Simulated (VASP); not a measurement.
Runs of VASP 6.6.1 on InSb. The structure is that of space group Fm-3m (No. 225), or close to it. The cells are those of the table. 

| cell | gap on the mesh (eV) | pressure (GPa) |
| --- | --- | --- |
| a = 4.260 Å, angles 60.0°, 2 atoms | none | (b) |
| a = 4.489 Å, angles 60.0°, 2 atoms | none | -3.6 |
| a = 4.349 Å, angles 60.0°, 2 atoms | none | (a) |
| a = 4.214 Å, angles 60.0°, 2 atoms | none | 5.6 |
| a = 4.305 Å, angles 60.0°, 2 atoms | none | 1.5 |
| a = 4.167 Å, angles 60.0°, 2 atoms | none | 8.3 |
| a = 4.392 Å, angles 60.0°, 2 atoms | none | (c) |
| a = 4.434 Å, angles 60.0°, 2 atoms | none | -2.4 |

Alike in all rows: task single point; level PBE; potentials or basis VASP PAW PBE potentials, release 64 (In_d, Sb); no spin polarisation; k mesh 12 × 12 × 12; cutoff (eV) 520; smearing gaussian 0.1 eV.

Q: Estimate the missing entries.

A: (a) 0.0; (b) 3.4; (c) -1.4.

Caveats: spin-orbit coupling is left out, which moves the levels of the heavy elements.

A k mesh can miss the band edges, and the runs leave out spin-orbit coupling on In, Sb.

A gap of «none» marks levels without a gap at the run's occupations.
